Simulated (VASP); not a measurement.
# Cu (P6/mmm) in VASP: single point with r2SCAN

Aim: the single point of Cu with r2SCAN.

Everything below comes from runs of VASP 6.6.1. Logs are shortened: lines on timing, memory, paths and dates and some standing lists are left out, and cuts for length are marked.

## Step 1: The cell of the first run

The structure is hexagonal, space group P6/mmm (No. 191). Conventional cell: a = 2.453 Å, b = 2.453 Å, c = 2.387 Å, α = 90.00°, β = 90.00°, γ = 120.00°. Cu (site symmetry 6/mmm) has 8 Cu at 2.39 to 2.45 Å within 3.2 Å.

## Step 2: Single point, r2SCAN

Contents of POSCAR:

```
Cu
1.0
    2.4527970704      0.0000000000      0.0000000000
   -1.2263985352      2.1241845733      0.0000000000
    0.0000000000      0.0000000000      2.3865087081
Cu
1
Direct
    0.0000000000      0.0000000000      0.0000000000
```

Contents of INCAR.step1:

```
SYSTEM = Cu
  PREC = Accurate
  ENCUT = 520
  ISMEAR = 0
  SIGMA = 0.1
  LREAL = .FALSE.
  LASPH = .TRUE.
  NELM = 60
  NBANDS = 12
  GGA = PE
  ALGO = Normal
  EDIFF = 1E-4
  LWAVE = .TRUE.
  LCHARG = .FALSE.
```

Contents of INCAR.step2:

```
SYSTEM = Cu
  PREC = Accurate
  ENCUT = 520
  EDIFF = 1E-6
  ISMEAR = 0
  SIGMA = 0.1
  LREAL = .FALSE.
  LASPH = .TRUE.
  NELM = 60
  ALGO = Normal
  ISIF = 2
  LWAVE = .FALSE.
  LCHARG = .FALSE.
  METAGGA = R2SCAN
  LMIXTAU = .TRUE.
  NBANDS = 12
  ISTART = 1
```

Contents of KPOINTS:

```
regular mesh
0
G
  27 27 22
  0 0 0
```

Potentials or basis: VASP PAW PBE potentials, release 64 (Cu).

Command:

```
$ cat potpaw_PBE.64/Cu/POTCAR > POTCAR
$ cp INCAR.step1 INCAR
$ mpirun -np 1 vasp_std > vasp.out
$ cp INCAR.step2 INCAR
$ mpirun -np 1 vasp_std > vasp.out
```

OUTCAR:

```text
SYSTEM = Cu
   PREC = Accurate
   ENCUT = 520
   EDIFF = 1E-6
   ISMEAR = 0
   LREAL = .FALSE.
   LASPH = .TRUE.
   NELM = 60
   ISIF = 2
   METAGGA = R2SCAN
   ISTART = 1

 ion  position               nearest neighbor table
   1  0.000  0.000  0.000-

  LATTYP: Found a hexagonal cell.
 ALAT       =     2.4527970704
 C/A-ratio  =     0.9729743797

  Lattice vectors:

 A1 = (   2.4527970704,   0.0000000000,   0.0000000000)
 A2 = (  -1.2263985352,   2.1241845733,   0.0000000000)
 A3 = (   0.0000000000,   0.0000000000,   2.3865087081)

Analysis of symmetry for initial positions (statically):
=====================================================================
 Subroutine PRICEL returns:
 Original cell was already a primitive cell.

 Routine SETGRP: Setting up the symmetry group for a
 hexagonal supercell.

 Subroutine GETGRP returns: Found 24 space group operations
 (whereof 24 operations were pure point group operations)
 out of a pool of 24 trial point group operations.

The static configuration has the point symmetry D_6h.

Analysis of symmetry for dynamics (positions and initial velocities):
=====================================================================
 Subroutine PRICEL returns:
 Original cell was already a primitive cell.

 Routine SETGRP: Setting up the symmetry group for a
 hexagonal supercell.

 Subroutine GETGRP returns: Found 24 space group operations
 (whereof 24 operations were pure point group operations)
 out of a pool of 24 trial point group operations.

The dynamic configuration has the point symmetry D_6h.

 Subroutine INISYM returns: Found 24 space group operations
 (whereof 24 operations are pure point group operations),
 and found     1 'primitive' translations

----------------------------------------------------------------------------------------

                                     Primitive cell

  volume of cell :      12.4342

  direct lattice vectors                    reciprocal lattice vectors
     2.452797070  0.000000000  0.000000000     0.407697812  0.235384442  0.000000000
    -1.226398535  2.124184573  0.000000000     0.000000000  0.470768884  0.000000000
     0.000000000  0.000000000  2.386508708     0.000000000  0.000000000  0.419022146

  length of vectors
     2.452797070  2.452797070  2.386508708     0.470768884  0.470768884  0.419022146

  position of ions in fractional coordinates (direct lattice)
     0.000000000  0.000000000  0.000000000
[... 76 lines left out ...]
   EDIFF  = 0.1E-05   stopping-criterion for ELM
   LREAL  =      F    real-space projection
   EDIFFG = 0.1E-04   stopping-criterion for IOM
   NSW    =      0    number of steps for IOM
   IBRION =     -1    ionic relax: 0-MD 1-quasi-New 2-CG
   NFREE  =      0    steps in history (QN), initial steepest desc. (CG)
   ISIF   =      2    stress and relaxation
   ISYM   =      2    0-nonsym 1-usesym 2-fastsym
   POTIM  = 0.5000    time-step for ionic-motion
   TEBEG  =    0.0;   TEEND  =   0.0 temperature during run
   PSTRESS=    0.0 pullay stress
   NELECT =      11.0000    total number of electrons
   NUPDOWN=      -1.0000    fix difference up-down
   EMIN   =  10.00;   EMAX   =-10.00  energy-range for DOS
   EFERMI =   0.00;   METHOD = LEGACY
   ISMEAR =     0;   SIGMA  =   0.10  broadening in eV -4-tet -1-fermi 0-gaus
   EFERMI_NEDOS =   21; number of points for ismear=-14 and -15
   IALGO  =     38    algorithm
   IMIX   =      4    mixing-type and parameters
     AMIX     =   0.40;   BMIX     =  1.00
     AMIX_MAG =   1.60;   BMIX_MAG =  1.00
  volume/ion in A,a.u.               =      12.43        83.91
  Fermi-wavevector in a.u.,A,eV,Ry     =   1.571569  2.969835 33.604061  2.469829
  Thomas-Fermi vector in A             =   2.673133
   LORBIT       =      0    0 simple, 1 ext, 2 COOP (PROOUT), +10 PAW based schemes
   METAGGA = R2SCAN    functional components
   LHFCALC =     F    Hartree Fock is set to
   AEXX    =    0.0000 exact exchange contribution
   IVDW    =     0    specifies the selected vdW correction
   LEPSILON=     F    determine dielectric tensor
   LRPA    =     F    only Hartree local field effects (RPA)
 non-spin polarized calculation
 Gauss-broadening in eV      SIGMA  =   0.10
  energy-cutoff  :      520.00
  volume of cell :       12.43
 maximum number of plane-waves:       351
   NGX =  9   NGY =  9   NGZ =  9

 number of electron      11.0000011 magnetization

 Free energy of the ion-electron system (eV)
  ---------------------------------------------------
  ext. energy  EPLUGINS =         0.00000000
  ---------------------------------------------------
  free energy    TOTEN  =       -10.54208004 eV

  energy without entropy =      -10.54089971  energy(sigma->0) =      -10.54148987

 E-fermi :   6.7645     XC(G=0): -13.3002

 val. band max:        6.7570800696   @ k =   0.2593   0.2222   0.0909
 cond. band min:       6.7722797265   @ k =   0.1481   0.1481   0.4091
 fundamental gap:      0.0151996569
 Fermi energy:         6.7645140442

 k-point     1 :       0.0000    0.0000    0.0000
  band No.  band energies     occupation
      1      -2.4095      2.00000
      2       2.4033      2.00000
      3       3.7306      2.00000
      4       3.7309      2.00000
      5       5.1389      2.00000
      6       5.1390      2.00000
      7      24.6014      0.00000
      8      29.1654      0.00000
      9      30.4788      0.00000
     10      32.2830      0.00000
     11      32.2831      0.00000
     12      34.7605      0.00000
[... 331 lines left out ...]
 k-point    24 :       0.3704    0.0370    0.0000
  band No.  band energies     occupation
      1       1.5363      2.00000
      2       2.7606      2.00000
      3       4.3206      2.00000
      4       4.3290      2.00000
      5       4.9705      2.00000
      6       5.2568      2.00000
      7      13.2814      0.00000
      8      23.1405      0.00000
      9      28.8615      0.00000
     10      31.0989      0.00000
     11      31.8959      0.00000
     12      39.1949      0.00000

 [... further k-points ...]
[... 5 lines left out ...]
  --------------------------------------------------------------------------------------
  -------------------------------------------------------------------------------------
  Total        0.0510500      0.0510500      0.0275946      0.0000000      0.0000000      0.0000000
  in kB        6.5779342      6.5779342      3.5556342      0.0000000      0.0000000      0.0000000
  external PRESSURE =       5.5705009 kB  Pullay stress =       0.0000000 kB

 VOLUME and BASIS-vectors are now :
 -----------------------------------------------------------------------------
  energy-cutoff  :      520.00
  volume of cell :       12.43
      direct lattice vectors                 reciprocal lattice vectors
     2.452797070  0.000000000  0.000000000     0.407697812  0.235384442  0.000000000
    -1.226398535  2.124184573  0.000000000     0.000000000  0.470768884  0.000000000
     0.000000000  0.000000000  2.386508708     0.000000000  0.000000000  0.419022146

 POSITION                                       TOTAL-FORCE (eV/Angst)
 -----------------------------------------------------------------------------------
      0.00000      0.00000      0.00000        -0.000000      0.000000      0.000000
 -----------------------------------------------------------------------------------
    total drift:                               -0.000000      0.000000      0.000000

  FREE ENERGIE OF THE ION-ELECTRON SYSTEM (eV)
  ---------------------------------------------------
  free  energy   TOTEN  =       -10.5420800363 eV

  energy  without entropy=      -10.5408997080  energy(sigma->0) =      -10.54148987
```

It took 3.7 min on 1 thread of Intel Xeon Platinum 8488C (Sapphire Rapids), shared host; peak memory 0.23 GiB.

Results:

* Free energy: -10.5421 eV
* Pressure: 0.6 GPa

Caveat: the PAW data sets were made with another functional, which shifts forces and pressure a little.
